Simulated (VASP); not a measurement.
# Au (Im-3m) in VASP: a series of runs, part 2 of 2

VASP 6.6.1. The steps go on from the part before.

### Step 4. Relaxation of cell and atoms, PBEsol, target pressure 170 GPa, at which the enthalpy is minimised

INCAR

```
PREC = Accurate
ENCUT = 500
EDIFF = 1E-7
ISMEAR = -1
SIGMA = 0.08
LREAL = False
LASPH = True
NELM = 120
ALGO = Normal
ISIF = 3
LWAVE = False
LCHARG = False
GGA = PS
IBRION = 2
NSW = 32
EDIFFG = -0.005
PSTRESS = 1700.0
GGA_COMPAT = False
NELMIN = 4
```

KPOINTS

```
regular mesh
0
Gamma
  19 19 19
```

POSCAR

```
Au
1.0
   -1.4380282134      1.4380282134      1.4380282134
    1.4380282134     -1.4380282134      1.4380282134
    1.4380282134      1.4380282134     -1.4380282134
Au
1
Direct
    0.0000000000      0.0000000000      0.0000000000
```

Potentials or basis: VASP PAW PBE potentials, release 64 (Au).

Command:

```console
> cat potpaw_PBE.64/Au/POTCAR > POTCAR
> mpirun -np 1 vasp_std > vasp.out
```

OUTCAR:

```text
PREC = Accurate
   ENCUT = 500
   EDIFF = 1E-7
   ISMEAR = -1
   LREAL = False
   LASPH = True
   NELM = 120
   ISIF = 3
   GGA = PS
   IBRION = 2
   NSW = 32
   EDIFFG = -0.005
   PSTRESS = 1700.0
   NELMIN = 4

 ion  position               nearest neighbor table
   1  0.000  0.000  0.000-

  LATTYP: Found a body centered cubic cell.
 ALAT       =     2.8760564268

  Lattice vectors:

 A1 = (  -1.4380282134,   1.4380282134,   1.4380282134)
 A2 = (   1.4380282134,  -1.4380282134,   1.4380282134)
 A3 = (   1.4380282134,   1.4380282134,  -1.4380282134)

Analysis of symmetry for initial positions (statically):
=====================================================================
 Subroutine PRICEL returns:
 Original cell was already a primitive cell.

 Routine SETGRP: Setting up the symmetry group for a
 body centered cubic supercell.

 Subroutine GETGRP returns: Found 48 space group operations
[... 9 lines left out ...]

 Routine SETGRP: Setting up the symmetry group for a
 body centered cubic supercell.

 Subroutine GETGRP returns: Found 48 space group operations
[... 11 lines left out ...]
                                     Primitive cell

  volume of cell :      11.8949

  direct lattice vectors                    reciprocal lattice vectors
    -1.438028213  1.438028213  1.438028213     0.000000000  0.347698324  0.347698324
     1.438028213 -1.438028213  1.438028213     0.347698324  0.000000000  0.347698324
     1.438028213  1.438028213 -1.438028213     0.347698324  0.347698324  0.000000000

  length of vectors
     2.490737928  2.490737928  2.490737928     0.491719686  0.491719686  0.491719686

  position of ions in fractional coordinates (direct lattice)
     0.000000000  0.000000000  0.000000000

  ion indices of the primitive-cell ions
   primitive index   ion index
                 1           1
[... 93 lines left out ...]
  volume/ion in A,a.u.               =      11.89        80.27
  Fermi-wavevector in a.u.,A,eV,Ry     =   1.594967  3.014050 34.612122  2.543919
  Thomas-Fermi vector in A             =   2.692959
   LORBIT       =      0    0 simple, 1 ext, 2 COOP (PROOUT), +10 PAW based schemes
   GGA     = PS    functional components
   LHFCALC =     F    Hartree Fock is set to
   AEXX    =    0.0000 exact exchange contribution
   IVDW    =     0    specifies the selected vdW correction
   LEPSILON=     F    determine dielectric tensor
   LRPA    =     F    only Hartree local field effects (RPA)
 conjugate gradient relaxation of ions
 non-spin polarized calculation
  energy-cutoff  :      500.00
  volume of cell :       11.89
 maximum number of plane-waves:       321
   NGX =  9   NGY =  9   NGZ =  9

--------------------------------------- Ionic step        1  -------------------------------------------

 number of electron      11.0000003 magnetization

 Free energy of the ion-electron system (eV)
  ---------------------------------------------------
  ext. energy  EPLUGINS =         0.00000000
  ---------------------------------------------------
  free energy    TOTEN  =        -2.03551284 eV

  energy without entropy =       -2.03000638  energy(sigma->0) =       -2.03275961

------------------------ aborting loop because EDIFF is reached ----------------------------------------

  FORCE on cell =-STRESS in cart. coord.  units (eV):
  Direction    XX          YY          ZZ          XY          YZ          ZX
  --------------------------------------------------------------------------------------
  -------------------------------------------------------------------------------------
  Total       12.6634023     12.6634023     12.6634023      0.0000000     -0.0000000      0.0000000
  in kB     1705.6847844   1705.6847844   1705.6847844      0.0000000     -0.0000000      0.0000000
  external PRESSURE =       5.6847844 kB  Pullay stress =    1700.0000000 kB
[... 61 lines left out ...]
--------------------------------------- Ionic step        3  -------------------------------------------

 number of electron      11.0000003 magnetization

 Free energy of the ion-electron system (eV)
  ---------------------------------------------------
  ext. energy  EPLUGINS =         0.00000000
  ---------------------------------------------------
  free energy    TOTEN  =        -2.04307501 eV

  energy without entropy =       -2.03756465  energy(sigma->0) =       -2.04031983

 E-fermi :  16.8743     XC(G=0): -15.0991

 val. band max:       16.8613111116   @ k =   0.2632   0.1053   0.1053
 cond. band min:      16.8780314591   @ k =  -0.3684   0.4737   0.0526
 fundamental gap:      0.0167203475
 Fermi energy:        16.8742693239

 k-point     1 :       0.0000    0.0000    0.0000
  band No.  band energies     occupation
      1       2.2227      2.00000
      2       9.1568      2.00000
      3       9.1568      2.00000
      4       9.1568      2.00000
      5      12.5459      2.00000
      6      12.5459      2.00000
      7      32.4225      0.00000
      8      32.4225      0.00000
      9      32.4225      0.00000
[... 265 lines left out ...]
 k-point    24 :       0.3158    0.1053    0.0000
  band No.  band energies     occupation
      1       5.6680      2.00000
      2       7.5451      2.00000
      3      10.3277      2.00000
      4      12.1842      2.00000
      5      13.1482      2.00000
      6      15.2301      2.00000
      7      26.5197      0.00000
      8      29.9602      0.00000
      9      34.2683      0.00000

 [... further k-points ...]
[... 5 lines left out ...]
  --------------------------------------------------------------------------------------
  -------------------------------------------------------------------------------------
  Total       12.6282584     12.6282584     12.6282584      0.0000000      0.0000000     -0.0000000
  in kB     1699.9342329   1699.9342329   1699.9342329      0.0000000      0.0000000     -0.0000000
  external PRESSURE =      -0.0657671 kB  Pullay stress =    1700.0000000 kB
[... 20 lines left out ...]
  energy  without entropy=       -2.0375646486  energy(sigma->0) =       -2.04031983

  enthalpy is  TOTEN    =        10.5856719806 eV   P V=       12.6287469956

 reached required accuracy - stopping structural energy minimisation
```

OSZICAR:

```text
N       E                     dE             d eps       ncg     rms          rms(c)
DAV:   1     0.456300789344E+02    0.45630E+02   -0.61090E+03  4224   0.111E+03
DAV:   2    -0.200162384266E+01   -0.47632E+02   -0.45650E+02  4156   0.220E+02
DAV:   3    -0.233689770167E+01   -0.33527E+00   -0.33507E+00  4408   0.192E+01
[... 17 lines left out ...]
DAV:   1    -0.204569746950E+01    0.66030E-01   -0.64258E-02  3982   0.304E+00    0.546E-01
DAV:   2    -0.204335002520E+01    0.23474E-02   -0.53676E-03  4009   0.789E-01    0.287E-01
DAV:   3    -0.204307349558E+01    0.27653E-03   -0.11470E-03  4110   0.350E-01    0.120E-01
DAV:   4    -0.204307499636E+01   -0.15008E-05   -0.28911E-05  4242   0.544E-02    0.210E-03
DAV:   5    -0.204307501494E+01   -0.18578E-07   -0.28651E-07  4133   0.610E-03
   3 F= 0.10585672E+02 E0= 0.10588427E+02  d E =-.123249E-04
```

It took 16 s on 1 thread of Intel Xeon 6975P-C (Granite Rapids), shared host; peak memory 0.14 GiB.

What came out:

```yaml
Free_energy: -2.0431 eV
Relaxed_volume: 11.90 Å³/atom
Relaxed_cell: a = 2.491 Å, b = 2.491 Å, c = 2.491 Å, α = 109.47°, β = 109.47°, γ = 109.47°
Space_group_after_relaxing_to_0.05_Å: Im-3m (No. 229)
Energy_change_on_relaxing_the_enthalpy_is_what_falls: -7.6 meV/atom
Ionic_steps: 3
Pressure_after_relaxing: 170.0 GPa
```

Step by step:
| step | energy change (eV) | largest force (eV/Å) | pressure (GPa) | volume (Å³) |
| --- | --- | --- | --- | --- |
| 1 | 0.0000 | 0.0000 | 170.57 | 11.89 |
| 2 | -0.0762 | 0.0000 | 164.95 | 11.97 |
| 3 | -0.0076 | 0.0000 | 169.99 | 11.90 |

Final structure:
```xyz
1
Lattice="-1.4383 1.4383 1.4383 1.4383 -1.4383 1.4383 1.4383 1.4383 -1.4383" Properties=species:S:1:pos:R:3 pbc="T T T"
Au    0.0000    0.0000    0.0000
```

Caveat: the cell is relaxed towards a set pressure, so the enthalpy falls and the energy may rise; the PAW data sets were made with another functional, which shifts forces and pressure a little; spin-orbit coupling is left out, which moves the levels of the heavy elements.

### Step 5. Summary

```tsv
task	cell	gap on the mesh (eV)	pressure (GPa)
single point	a = 2.491 Å, angles 109.5°, 1 atom	none	170.6
relaxation of cell and atoms	relaxed to 170 GPa from a = 2.489 Å, angles 109.5°, 1 atom	none	170.0
relaxation of cell and atoms	relaxed to 170 GPa from a = 2.491 Å, angles 109.5°, 1 atom	none	170.0
```

Alike in all rows: level PBEsol; potentials or basis VASP PAW PBE potentials, release 64 (Au); no spin polarisation; k mesh 19 × 19 × 19; cutoff (eV) 500; smearing fermi-dirac 0.08 eV.

Caveats: the PAW data sets were made with another functional, which shifts forces and pressure a little; spin-orbit coupling is left out, which moves the levels of the heavy elements; the cell is relaxed towards a set pressure, so the enthalpy falls and the energy may rise (some runs).

Absolute energies hang on the potentials; compare differences alone.
